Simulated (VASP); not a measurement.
# ZnSe (F-43m) in VASP: notebook, part 2 of 2

VASP 6.6.1. The steps go on from the part before.

## Step 4: Vibrations by perturbation theory, LDA

This run uses another cell than the first one, of 21.57 Å³/atom.

INCAR reads:

```
SYSTEM = ZnSe
ALGO     = Normal         ! electronic algorithm
EDIFF    = 1E-8           ! SCF threshold, eV
ENCUT    = 520            ! plane-wave cutoff, eV
IBRION   = 8              ! ionic algorithm
ISIF     = 2              ! what is computed and relaxed
ISMEAR   = 0              ! smearing method
LASPH    = .TRUE.         ! aspherical terms in the spheres
LCHARG   = .FALSE.        ! write CHGCAR
LEPSILON = .TRUE.         ! dielectric tensor by DFPT
LREAL    = .FALSE.        ! projectors in reciprocal space
LWAVE    = .FALSE.        ! write WAVECAR
NBANDS   = 16             ! bands
NELM     = 60             ! most SCF steps
NSW      = 1              ! ionic steps
PREC     = Accurate       ! precision mode
SIGMA    = 0.01           ! smearing width, eV
```

KPOINTS reads:

```
k-points
0
G
  8 8 8
  0 0 0
```

POSCAR reads:

```
ZnSe
1.0
    0.0000000000      2.7837680051      2.7837680051
    2.7837680051      0.0000000000      2.7837680051
    2.7837680051      2.7837680051      0.0000000000
Zn Se
1 1
Direct
    0.0000000000      0.0000000000      0.0000000000
    0.7500000000      0.7500000000      0.7500000000
```

Potentials or basis: VASP PAW LDA potentials, release 64 (Zn, Se).

Command:

```
> cat potpaw_LDA.64/Zn/POTCAR potpaw_LDA.64/Se/POTCAR > POTCAR
> mpirun -np 1 vasp_std > vasp.out
```

OUTCAR:

```text
SYSTEM = ZnSe
   EDIFF = 1E-8
   ENCUT = 520
   IBRION = 8
   ISIF = 2
   ISMEAR = 0
   LASPH = .TRUE.
   LEPSILON = .TRUE.
   LREAL = .FALSE.
   NELM = 60
   NSW = 1
   PREC = Accurate

 ion  position               nearest neighbor table
   1  0.000  0.000  0.000-   2 2.41   2 2.41   2 2.41   2 2.41
   2  0.750  0.750  0.750-   1 2.41   1 2.41   1 2.41   1 2.41

  LATTYP: Found a face centered cubic cell.
 ALAT       =     5.5675360102

  Lattice vectors:

 A1 = (   0.0000000000,   2.7837680051,   2.7837680051)
 A2 = (   2.7837680051,   0.0000000000,   2.7837680051)
 A3 = (   2.7837680051,   2.7837680051,   0.0000000000)

Analysis of symmetry for initial positions (statically):
=====================================================================
 Subroutine PRICEL returns:
 Original cell was already a primitive cell.

 Routine SETGRP: Setting up the symmetry group for a
 face centered cubic supercell.

 Subroutine GETGRP returns: Found 24 space group operations
 (whereof 24 operations were pure point group operations)
 out of a pool of 48 trial point group operations.

The static configuration has the point symmetry T_d .

Analysis of symmetry for dynamics (positions and initial velocities):
=====================================================================
 Subroutine PRICEL returns:
 Original cell was already a primitive cell.

 Routine SETGRP: Setting up the symmetry group for a
 face centered cubic supercell.

[... 713 lines left out ...]
  z     0.00000    -0.00000     0.00000     1.89044     0.00000     0.00000

 PIEZOELECTRIC TENSOR (including local field effects)  for field in x, y, z        (C/m^2)
          XX          YY          ZZ          XY          YZ          ZX
  --------------------------------------------------------------------------------
  x    -0.00000    -0.00000    -0.00000     0.00000     0.70201     0.00000
  y    -0.00000     0.00000     0.00000     0.00000     0.00000     0.70201
  z     0.00000    -0.00000     0.00000     0.70201     0.00000     0.00000

 BORN EFFECTIVE CHARGES (including local field effects) (in |e|, cummulative output)
 ---------------------------------------------------------------------------------
 ion    1
    1     2.00576     0.00000     0.00000
    2     0.00000     2.00576     0.00000
    3    -0.00000    -0.00000     2.00576
 ion    2
    1    -2.00576     0.00000     0.00000
    2     0.00000    -2.00576     0.00000
    3     0.00000     0.00000    -2.00576

 INTERNAL STRAIN TENSOR FOR ION    2 for displacements in x,y,z  (eV/Angst):
          X           Y           Z          XY          YZ          ZX
  --------------------------------------------------------------------------------
  x     0.00000    -0.00000     0.00000     0.00000     6.29312     0.00000
  y    -0.00000    -0.00000     0.00000     0.00000     0.00000     6.29312
  z    -0.00000    -0.00000     0.00000     6.29312     0.00000     0.00000

 SECOND DERIVATIVES (NOT SYMMETRIZED)
 ------------------------------------
               1X          1Y          1Z          2X          2Y          2Z
  1X    -6.296933    0.000000    0.000000    6.296933    0.000000    0.000000
  1Y     0.000000   -6.296933    0.000000    0.000000    6.296933    0.000000
  1Z     0.000000    0.000000   -6.296933    0.000000    0.000000    6.296933
  2X     6.375520    0.000000    0.000000   -6.375520    0.000000    0.000000
  2Y     0.000000    6.375520    0.000000    0.000000   -6.375520    0.000000
  2Z     0.000000    0.000000    6.375520    0.000000    0.000000   -6.375520

 Eigenvectors and eigenvalues of the dynamical matrix
 ----------------------------------------------------

   1 f  =    6.577951 THz    41.330488 2PiTHz  219.416843 cm-1    27.204209 meV
             X         Y         Z           dx          dy          dz
      0.000000  0.000000  0.000000     0.000000   -0.000000    0.737515
      4.175652  4.175652  4.175652     0.000000   -0.000000   -0.675331
[... 21 lines left out ...]
   6 f/i=    0.020318 THz     0.127659 2PiTHz    0.677722 cm-1     0.084027 meV
             X         Y         Z           dx          dy          dz
      0.000000  0.000000  0.000000     0.214143    0.618511    0.166310
      4.175652  4.175652  4.175652     0.233861    0.675463    0.181624

--------------------------------------------------------------------------------------------------------

 MACROSCOPIC STATIC DIELECTRIC TENSOR IONIC CONTRIBUTION
 ------------------------------------------------------
           2.662906    -0.000000    -0.000000
          -0.000000     2.662906    -0.000000
          -0.000000    -0.000000     2.662906
 ------------------------------------------------------

 ELASTIC MODULI CONTR FROM IONIC RELAXATION (kBar)
 Direction    XX          YY          ZZ          XY          YZ          ZX
 --------------------------------------------------------------------------------
 XX          -0.0000     -0.0000      0.0000      0.0000      0.0000      0.0000
 YY          -0.0000     -0.0000      0.0000      0.0000      0.0000      0.0000
 ZZ           0.0000      0.0000     -0.0000     -0.0000     -0.0000     -0.0000
 XY           0.0000      0.0000     -0.0000   -232.5089      0.0000      0.0000
 YZ           0.0000      0.0000     -0.0000      0.0000   -232.5089      0.0000
 ZX           0.0000      0.0000     -0.0000      0.0000      0.0000   -232.5089
 --------------------------------------------------------------------------------

 PIEZOELECTRIC TENSOR IONIC CONTR  for field in x, y, z        (C/m^2)
          XX          YY          ZZ          XY          YZ          ZX
  --------------------------------------------------------------------------------
  x     0.00000     0.00000    -0.00000     0.00000    -0.74041     0.00000
  y     0.00000     0.00000    -0.00000     0.00000     0.00000    -0.74041
  z     0.00000     0.00000    -0.00000    -0.74041     0.00000     0.00000
```

OSZICAR:

```text
N       E                     dE             d eps       ncg     rms          rms(c)
DAV:   1     0.866572054666E+02    0.86657E+02   -0.87482E+03   928   0.129E+03
DAV:   2    -0.191970291020E+01   -0.88577E+02   -0.83290E+02  1040   0.254E+02
DAV:   3    -0.763563247580E+01   -0.57159E+01   -0.56914E+01  1120   0.634E+01
DAV:   4    -0.768366225729E+01   -0.48030E-01   -0.48024E-01  1144   0.604E+00
[... 170 lines left out ...]
RMM:   8    -0.823785791594E-01   -0.17298E-05   -0.21686E-08  5744   0.239E-04    0.417E-05
RMM:   9    -0.823787538172E-01   -0.17466E-06   -0.31507E-08  5741   0.764E-05    0.137E-05
RMM:  10    -0.823786496934E-01    0.10412E-06   -0.93628E-10  5805   0.181E-05    0.395E-06
RMM:  11    -0.823786608506E-01   -0.11157E-07   -0.40132E-09  5092   0.591E-06    0.205E-06
RMM:  12    -0.823786661118E-01   -0.52612E-08   -0.51153E-10  3376   0.206E-06    0.183E-07
 Linear response finished
```

stdout:

```text
POSCAR found type information on POSCAR ZnSe
 POSCAR found :  2 types and       2 ions
 scaLAPACK will be used
 LDA part: xc-table for (Slater(with rela. corr.)+CA(PZ))
 , standard interpolation
 POSCAR, INCAR and KPOINTS ok, starting setup
 FFT: planning ... GRIDC
 FFT: planning ... GRID_SOFT
 FFT: planning ... GRID
 WAVECAR not read
 entering main loop
[... 23 lines left out ...]
  Direction:   3
 dielectric tensor                  component  3 :     1.452     1.295     8.072
 Linear response DOF=           2
 Linear response progress:
 first order change of Fermi-energy  -0.39894E-04
 force on displaced ion       1 direction 1 :  -6.297   0.000   0.000
 Born effective charge ion    1 direction 1 :   1.977   0.000   0.000
 Linear response progress:
 first order change of Fermi-energy   0.28347E-03
 force on displaced ion       2 direction 1 :  -6.376   0.000   0.000
 Born effective charge ion    2 direction 1 :  -2.033   0.000   0.000
 Born effective charges drift removed
 Linear response finished
```

Wall time 4.9 min (1 thread of AMD EPYC 9R45 (Zen 5), shared host); peak memory 0.27 GiB.

Results:

- Electronic dielectric tensor (diagonal): 8.07
- Born charges (mean of the diagonal): Zn +2.01; Se -2.01 e
- Highest phonon frequency at Γ, LO-TO splitting left out: 219 cm⁻¹

Phonon frequencies in cm⁻¹ (negative: imaginary):
| q point | frequencies |
| --- | --- |
| (0.000, 0.000, 0.000) | -1 -1 -1 219 219 219 |

Electronic dielectric tensor:
```
8.07 0.00 0.00
0.00 8.07 0.00
0.00 0.00 8.07
```

Born effective charge tensors (e):
atom 1, Zn
```
2.01 0.00 0.00
0.00 2.01 0.00
0.00 0.00 2.01
```
atom 2, Se
```
-2.01  0.00  0.00
 0.00 -2.01  0.00
 0.00  0.00 -2.01
```

## Step 5: Vibrations by perturbation theory, LDA (22.00 Å³/atom)

This run uses another cell than the first one, of 22.00 Å³/atom.

Edit INCAR of step 4 so:

```diff
@@ -4,2 +4,3 @@
 ENCUT    = 520            ! plane-wave cutoff, eV
+GGA      = CA             ! functional
 IBRION   = 8              ! ionic algorithm
@@ -13,3 +14,3 @@
 NBANDS   = 16             ! bands
-NELM     = 60             ! most SCF steps
+NELM     = 80             ! most SCF steps
 NSW      = 1              ! ionic steps
```

KPOINTS is that of step 4.

POSCAR reads:

```
ZnSe
1.0
    0.0000000000      2.8022040921      2.8022040921
    2.8022040921      0.0000000000      2.8022040921
    2.8022040921      2.8022040921      0.0000000000
Zn Se
1 1
Direct
    0.0000000000      0.0000000000      0.0000000000
    0.7500000000      0.7500000000      0.7500000000
```

Potentials or basis: VASP PAW LDA potentials, release 64 (Zn, Se).

Command:

```
> cat potpaw_LDA.64/Zn/POTCAR potpaw_LDA.64/Se/POTCAR > POTCAR
> mpirun -np 1 vasp_std > vasp.out
```

OUTCAR:

```text
SYSTEM = ZnSe
   EDIFF = 1E-8
   ENCUT = 520
   GGA = CA
   IBRION = 8
   ISIF = 2
   ISMEAR = 0
   LASPH = .TRUE.
   LEPSILON = .TRUE.
   LREAL = .FALSE.
   NELM = 80
   NSW = 1
   PREC = Accurate

 ion  position               nearest neighbor table
   1  0.000  0.000  0.000-   2 2.43   2 2.43   2 2.43   2 2.43
   2  0.750  0.750  0.750-   1 2.43   1 2.43   1 2.43   1 2.43

  LATTYP: Found a face centered cubic cell.
 ALAT       =     5.6044081842

  Lattice vectors:

 A1 = (   0.0000000000,   2.8022040921,   2.8022040921)
 A2 = (   2.8022040921,   0.0000000000,   2.8022040921)
 A3 = (   2.8022040921,   2.8022040921,   0.0000000000)

Analysis of symmetry for initial positions (statically):
=====================================================================
 Subroutine PRICEL returns:
 Original cell was already a primitive cell.

 Routine SETGRP: Setting up the symmetry group for a
 face centered cubic supercell.

 Subroutine GETGRP returns: Found 24 space group operations
 (whereof 24 operations were pure point group operations)
 out of a pool of 48 trial point group operations.

The static configuration has the point symmetry T_d .

Analysis of symmetry for dynamics (positions and initial velocities):
=====================================================================
 Subroutine PRICEL returns:
 Original cell was already a primitive cell.

 Routine SETGRP: Setting up the symmetry group for a
 face centered cubic supercell.

 Subroutine GETGRP returns: Found 24 space group operations
 (whereof 24 operations were pure point group operations)
 out of a pool of 48 trial point group operations.

The dynamic configuration has the point symmetry T_d .

 Subroutine INISYM returns: Found 24 space group operations
 (whereof 24 operations are pure point group operations),
 and found     1 'primitive' translations

----------------------------------------------------------------------------------------

                                     Primitive cell

  volume of cell :      44.0078

  direct lattice vectors                    reciprocal lattice vectors
     0.000000000  2.802204092  2.802204092    -0.178430972  0.178430972  0.178430972
     2.802204092  0.000000000  2.802204092     0.178430972 -0.178430972  0.178430972
     2.802204092  2.802204092  0.000000000     0.178430972  0.178430972 -0.178430972

  length of vectors
     3.962915032  3.962915032  3.962915032     0.309051509  0.309051509  0.309051509

  position of ions in fractional coordinates (direct lattice)
     0.000000000  0.000000000  0.000000000
     0.750000000  0.750000000  0.750000000

[... 645 lines left out ...]
 -----------------------------------------------------------------------------
    -0.00026  0.70785  0.00000
     0.70785 -0.00026  0.00000
     0.00000  0.00000 -0.00008

--------------------------------------- Ionic step        4  -------------------------------------------

------------------------ aborting loop because EDIFF is reached ----------------------------------------

[... ionic steps 5 to 6 ...]

--------------------------------------- Ionic step        7  -------------------------------------------

 Free energy of the ion-electron system (eV)
  ---------------------------------------------------
  ---------------------------------------------------
  free energy    TOTEN  =        -0.08246779 eV

  energy without entropy =       -0.08246779

------------------------ aborting loop because EDIFF is reached ----------------------------------------

 INTERNAL STRAIN TENSOR  FOR ION    2  DIRECTION 1   (eV/Angst):
 -----------------------------------------------------------------------------
    -0.02058  0.00000  0.00000
     0.00000  0.01610  5.54962
     0.00000  5.54962  0.01610

 MACROSCOPIC STATIC DIELECTRIC TENSOR (including local field effects in DFT)
 ------------------------------------------------------
           8.238729    -0.000000     0.000000
          -0.000000     8.238729    -0.000000
          -0.000000     0.000000     8.238729
 ------------------------------------------------------

 PIEZOELECTRIC TENSOR (including local field effects)  for field in x, y, z        (e  Angst)
          XX          YY          ZZ          XY          YZ          ZX
  --------------------------------------------------------------------------------
  x     0.00000    -0.00000     0.00000     0.00000     1.96058     0.00000
  y     0.00000     0.00000     0.00000     0.00000    -0.00000     1.96058
  z     0.00000     0.00000    -0.00000     1.96058     0.00000     0.00000

 PIEZOELECTRIC TENSOR (including local field effects)  for field in x, y, z        (C/m^2)
          XX          YY          ZZ          XY          YZ          ZX
  --------------------------------------------------------------------------------
  x     0.00000    -0.00000     0.00000     0.00000     0.71378     0.00000
  y     0.00000     0.00000     0.00000     0.00000    -0.00000     0.71378
  z     0.00000     0.00000    -0.00000     0.71378     0.00000     0.00000

 BORN EFFECTIVE CHARGES (including local field effects) (in |e|, cummulative output)
 ---------------------------------------------------------------------------------
 ion    1
    1     2.03925    -0.00000     0.00000
    2     0.00000     2.03925     0.00000
    3    -0.00000     0.00000     2.03925
 ion    2
    1    -2.03925     0.00000    -0.00000
    2    -0.00000    -2.03925    -0.00000
    3     0.00000     0.00000    -2.03925

 INTERNAL STRAIN TENSOR FOR ION    2 for displacements in x,y,z  (eV/Angst):
          X           Y           Z          XY          YZ          ZX
  --------------------------------------------------------------------------------
  x    -0.00000    -0.00000    -0.00000     0.00000     5.54962     0.00000
  y     0.00000    -0.00000     0.00000     0.00000     0.00000     5.54962
  z    -0.00000    -0.00000    -0.00000     5.54962     0.00000     0.00000

 SECOND DERIVATIVES (NOT SYMMETRIZED)
 ------------------------------------
               1X          1Y          1Z          2X          2Y          2Z
  1X    -5.894767    0.000000    0.000000    5.894767    0.000000    0.000000
  1Y     0.000000   -5.894767    0.000000    0.000000    5.894767    0.000000
  1Z     0.000000    0.000000   -5.894767    0.000000    0.000000    5.894767
  2X     5.954399    0.000000    0.000000   -5.954399    0.000000    0.000000
  2Y     0.000000    5.954399    0.000000    0.000000   -5.954399    0.000000
  2Z     0.000000    0.000000    5.954399    0.000000    0.000000   -5.954399

 Eigenvectors and eigenvalues of the dynamical matrix
 ----------------------------------------------------

   1 f  =    6.361029 THz    39.967525 2PiTHz  212.181095 cm-1    26.307091 meV
             X         Y         Z           dx          dy          dz
      0.000000  0.000000  0.000000     0.000000    0.737908    0.000000
      4.203306  4.203306  4.203306     0.000000   -0.674901    0.000000
[... 21 lines left out ...]
   6 f/i=    0.015943 THz     0.100171 2PiTHz    0.531791 cm-1     0.065934 meV
             X         Y         Z           dx          dy          dz
      0.000000  0.000000  0.000000     0.000000    0.000000   -0.674901
      4.203306  4.203306  4.203306     0.000000    0.000000   -0.737908

--------------------------------------------------------------------------------------------------------

 MACROSCOPIC STATIC DIELECTRIC TENSOR IONIC CONTRIBUTION
 ------------------------------------------------------
           2.886125     0.000000     0.000000
           0.000000     2.886125    -0.000000
           0.000000    -0.000000     2.886125
 ------------------------------------------------------

 ELASTIC MODULI CONTR FROM IONIC RELAXATION (kBar)
 Direction    XX          YY          ZZ          XY          YZ          ZX
 --------------------------------------------------------------------------------
 XX          -0.0000     -0.0000     -0.0000      0.0000      0.0000     -0.0000
 YY          -0.0000     -0.0000     -0.0000      0.0000      0.0000      0.0000
 ZZ          -0.0000     -0.0000     -0.0000      0.0000      0.0000     -0.0000
 XY           0.0000      0.0000      0.0000   -189.6547     -0.0000      0.0000
 YZ           0.0000      0.0000      0.0000     -0.0000   -189.6547     -0.0000
 ZX          -0.0000      0.0000     -0.0000      0.0000     -0.0000   -189.6547
 --------------------------------------------------------------------------------

 PIEZOELECTRIC TENSOR IONIC CONTR  for field in x, y, z        (C/m^2)
          XX          YY          ZZ          XY          YZ          ZX
  --------------------------------------------------------------------------------
  x     0.00000     0.00000     0.00000    -0.00000    -0.69616    -0.00000
  y    -0.00000     0.00000    -0.00000     0.00000    -0.00000    -0.69616
  z     0.00000     0.00000     0.00000    -0.69616    -0.00000     0.00000
```

It took 4.9 min on 1 thread of AMD EPYC 9R45 (Zen 5), shared host; peak memory 0.27 GiB.

Results:

```
Electronic dielectric tensor (diagonal)                 : 8.24
Born charges (mean of the diagonal)                     : Zn +2.04; Se -2.04 e
Highest phonon frequency at Γ, LO-TO splitting left out : 212 cm⁻¹
```

Phonon frequencies in cm⁻¹ (negative: imaginary):
| q point | frequencies |
| --- | --- |
| (0.000, 0.000, 0.000) | -1 -1 -1 212 212 212 |

Electronic dielectric tensor:
```
8.24 0.00 0.00
0.00 8.24 0.00
0.00 0.00 8.24
```

Born effective charge tensors (e):
atom 1, Zn
```
2.04 0.00 0.00
0.00 2.04 0.00
0.00 0.00 2.04
```
atom 2, Se
```
-2.04  0.00  0.00
 0.00 -2.04  0.00
 0.00  0.00 -2.04
```

Caveat: the cell stands under pressure or tension, which shifts response properties.
